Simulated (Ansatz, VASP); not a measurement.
**MgO: VASP beside Ansatz**

```xyz
16
Lattice="0.0000 4.2141 -4.2142 4.2142 4.2141 0.0000 4.2142 0.0000 -4.2143" Properties=species:S:1:pos:R:3 pbc="T T T"
Mg    2.1071    0.0000   -2.1071
Mg    4.2142    2.1070   -2.1071
Mg    2.1071    2.1070   -4.2143
Mg    4.2142    4.2141   -4.2142
Mg    4.2142    0.0000   -4.2142
Mg    6.3213    2.1070   -4.2142
Mg    4.2142    2.1070   -6.3214
Mg    6.3213    4.2141   -6.3214
O     4.2142    4.2141   -2.1071
O     2.1071    2.1070   -2.1071
O     4.2142    6.3211   -4.2142
O     2.1071    4.2141   -4.2142
O     6.3213    4.2141   -4.2142
O     4.2142    2.1070   -4.2143
O     6.3213    6.3211   -6.3214
O     4.2142    4.2141   -6.3214
```

Change from the starting cell: atom 3 moved 0.15 Å; relaxed back.

Alike in both runs: functional PBEsol; k mesh 6 × 6 × 6; occupations gaussian, width 0.05 eV; no spin polarisation.

Ansatz relaxed the structure, and its values are those at the end. VASP's run is a single point on that final structure, the one shown.

```csv
,VASP,Ansatz
version,VASP 6.6.1,Ansatz 0.2.0
potentials or method,"VASP PAW PBE potentials, release 64 (Mg, O), cutoff 600 eV","scalar-relativistic, plane waves, PAW"
valence electrons in the cell,64,128
```

VASP gave:

```
gap on the k mesh at the Fermi level (eV) : 4.62
least direct gap on the mesh (eV)         : 4.62
pressure (GPa)                            : -0.7
```

Problem. Estimate Ansatz's values.

Solution. gap on the k mesh at the Fermi level (eV): 4.62; least direct gap on the mesh (eV): 4.62; pressure (GPa): 0.0.

VASP's potentials were made for PBE, not for PBEsol. VASP's potentials hold 64 valence electrons a cell and Ansatz's 128, so a difference there can come from the potentials and not from the codes.
